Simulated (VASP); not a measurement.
The system is Mg.

```xyz
2
Lattice="3.2093 0.0000 0.0000 -1.6046 2.7793 0.0000 0.0000 0.0000 5.2103" Properties=species:S:1:pos:R:3 pbc="T T T"
Mg    0.0000    1.8529    1.3026
Mg    1.6047    0.9264    3.9077
```

```yaml
Program: VASP 6.6.1
Task: relaxation of cell and atoms
Functional: PBEsol
Potentials_or_basis: VASP PAW PBE potentials, release 64 (Mg)
Cutoff: 600 eV
k_mesh: 18 × 18 × 8
Occupations: gaussian, width 0.1 eV
Spin: no spin polarisation
```

At the start: pressure -1.2 GPa; volume 23.24 Å³/atom.

**Question.** Where does the relaxation end?

**Answer.** Over 7 steps the energy falls by 3.3 meV/atom and the volume is 22.46 Å³/atom (-3.4 %); space group P6_3/mmc (No. 194, to 0.1 Å) before and after.

The path:
```tsv
step	energy change (eV)	largest force (eV/Å)	pressure (GPa)	volume (Å³)
1	0.0000	0.0000	-1.19	46.47
2	-0.0058	0.0000	-0.32	45.32
3	-0.0063	0.0000	0.02	44.91
4	-0.0063	0.0000	0.05	44.88
5	-0.0064	0.0000	0.04	44.89
6	-0.0065	0.0000	0.02	44.91
7	-0.0065	0.0000	0.03	44.91
```

Final structure:
```xyz
2
Lattice="3.1858 0.0000 0.0000 -1.5929 2.7590 0.0000 0.0000 0.0000 5.1094" Properties=species:S:1:pos:R:3 pbc="T T T"
Mg    0.0000    1.8393    1.2774
Mg    1.5929    0.9197    3.8321
```

Caveat: the PAW data sets were made with another functional, which shifts forces and pressure a little.
